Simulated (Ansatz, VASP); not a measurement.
# WSe2: VASP beside Ansatz

```
CELL_PARAMETERS angstrom
3.31794 0.00000 0.00000
-1.65897 2.87342 0.00000
0.00000 0.00000 16.65814
ATOMIC_POSITIONS crystal
W 0.00000 0.00000 0.00000
Se 0.34594 0.67589 0.09979
Se 0.32073 0.65744 0.90021
```

Change from the starting cell: mode 4 (168.4 1/cm) frozen in, largest displacement +0.037 Å.

Alike in both runs: task single point; functional LDA; k mesh 12 × 12 × 2; occupations gaussian, width 0.05 eV; no spin polarisation.

|  | VASP | Ansatz |
| --- | --- | --- |
| version | VASP 6.6.1 | Ansatz 0.2.0 |
| potentials or method | VASP PAW LDA potentials, release 64 (W_sv, Se), cutoff 520 eV | scalar-relativistic, plane waves, PAW |
| valence electrons in the cell | 26 | 46 |

Ansatz gave:

```
gap on the k mesh at the Fermi level (eV) : 1.51
least direct gap on the mesh (eV)         : 1.51
rms of the force components (eV/Å)        : 0.241
```

Problem. Estimate VASP's values.

Solution. gap on the k mesh at the Fermi level (eV): 1.51; least direct gap on the mesh (eV): 1.51; rms of the force components (eV/Å): 0.209.

LDA's correlation is that of Perdew and Zunger in VASP and of Perdew and Wang (1992) in Ansatz. Atom by atom the forces differ by 0.044 eV/Å (rms over components). VASP's potentials hold 26 valence electrons a cell and Ansatz's 46, so a difference there can come from the potentials and not from the codes.

Spin-orbit coupling is off throughout.
